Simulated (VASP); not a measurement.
Crystal: BaTiO3.

```
CELL_PARAMETERS angstrom
3.99636 3.99636 0.00000
0.00000 3.99636 4.01974
3.99636 0.00000 4.01974
ATOMIC_POSITIONS crystal
Ba 0.00000 0.00000 0.00000
Ba 0.50000 0.50000 0.50000
Ti 0.24895 0.25105 0.25105
Ti 0.74895 0.75105 0.75105
O 0.00765 0.49235 0.49235
O 0.50765 0.99235 0.99235
O 0.49350 0.50650 0.00650
O 0.99350 0.00650 0.50650
O 0.49350 0.00650 0.50650
O 0.99350 0.50650 0.00650
```

| Property | Result |
| --- | --- |
| Program | VASP 6.6.1 |
| Task | relaxation of cell and atoms |
| Functional | PBE |
| Potentials or basis | VASP PAW PBE potentials, release 64 (Ba_sv, Ti_sv, O) |
| Cutoff | 600 eV |
| k mesh | 5 × 5 × 5 |
| Occupations | methfessel-paxton, width 0.0286 eV |
| Spin | collinear spin, zero start |
| Starting moments | [0.0, 0.0, 0.0, 0.0, 0.0, 0.0, 0.0, 0.0, 0.0, 0.0] μB |
| Hubbard terms | Ti d U = 2.66 eV |

At the start: pressure 6.0 GPa; volume 12.84 Å³/atom.

Q: How do energy, volume and symmetry change on relaxing?

A: Over 9 steps the energy falls by 19.1 meV/atom and the volume is 13.27 Å³/atom (+3.4 %); space group P4mm (No. 99, to 0.1 Å) before, Pm-3m (No. 221, to 0.1 Å); moment 0.00 μB per cell.

Step by step:
```tsv
step	energy change (eV)	largest force (eV/Å)	pressure (GPa)	volume (Å³)
1	0.0000	0.9455	6.02	128.40
2	-0.0957	0.1821	-5.28	137.57
3	-0.1488	0.4172	-1.42	134.01
4	-0.1863	0.1113	-0.41	133.04
5	-0.1899	0.0819	0.05	132.63
6	-0.1899	0.0810	0.02	132.66
7	-0.1906	0.0534	-0.01	132.68
8	-0.1909	0.0345	-0.03	132.70
9	-0.1911	0.0276	-0.07	132.73
```

Final structure:
```cif
data_structure
_symmetry_space_group_name_H-M 'P 1'
_symmetry_Int_Tables_number 1
_cell_length_a 5.7260
_cell_length_b 5.7255
_cell_length_c 5.7255
_cell_angle_alpha 60.006
_cell_angle_beta 59.997
_cell_angle_gamma 59.997
_cell_volume 132.73
loop_
_atom_site_label
_atom_site_type_symbol
_atom_site_fract_x
_atom_site_fract_y
_atom_site_fract_z
_atom_site_occupancy
Ba1 Ba 0.99800 0.00200 0.00200 1
Ba2 Ba 0.49800 0.50200 0.50200 1
Ti1 Ti 0.24680 0.25320 0.25320 1
Ti2 Ti 0.74680 0.75320 0.75320 1
O1 O 0.00024 0.49976 0.49976 1
O2 O 0.50024 0.99976 0.99976 1
O3 O 0.49928 0.50072 0.00072 1
O4 O 0.99928 0.00072 0.50072 1
O5 O 0.49928 0.00072 0.50072 1
O6 O 0.99928 0.50072 0.00072 1
```
